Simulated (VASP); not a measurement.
PtSe2 (Sudovikovite):

```xyz
3
Lattice="3.7487 0.0000 0.0000 -1.8743 3.2464 0.0000 0.0000 0.0000 5.0955" Properties=species:S:1:pos:R:3 pbc="T T T"
Pt    0.0000    0.0000    0.0000
Se    1.8743    1.0821    3.8216
Se    0.0000    2.1643    1.2739
```

Base run:

```yaml
Program: VASP 6.6.1
Functional: PBEsol
Dispersion: D4
Potentials_or_basis: VASP PAW PBE potentials, release 64 (Pt, Se)
Cutoff: 520 eV
k_mesh: 8 × 8 × 5
Occupations: fermi-dirac, width 0.05 eV
Spin: no spin polarisation
```

Its results: band gap on the k mesh zero (band 11 reaches 6.53 eV, above the bottom of band 12 at 6.21 eV); pressure -2.5 GPa; largest force 0.117 eV/Å.

Problem. The run is repeated on the same cell with these changes: functional from PBEsol to BLYP. What comes out?

Solution. Band gap on the k mesh zero (band 11 reaches 7.08 eV, above the bottom of band 12 at 6.85 eV); pressure 5.0 GPa; largest force 0.923 eV/Å.

BLYP binds less tightly than PBEsol, so the same cell stands under more pressure.

Caveats: the PAW data sets were made with another functional, which shifts forces and pressure a little; spin-orbit coupling is left out, which moves the levels of the heavy elements; pairwise dispersion overbinds metals, which lowers pressure and volume.
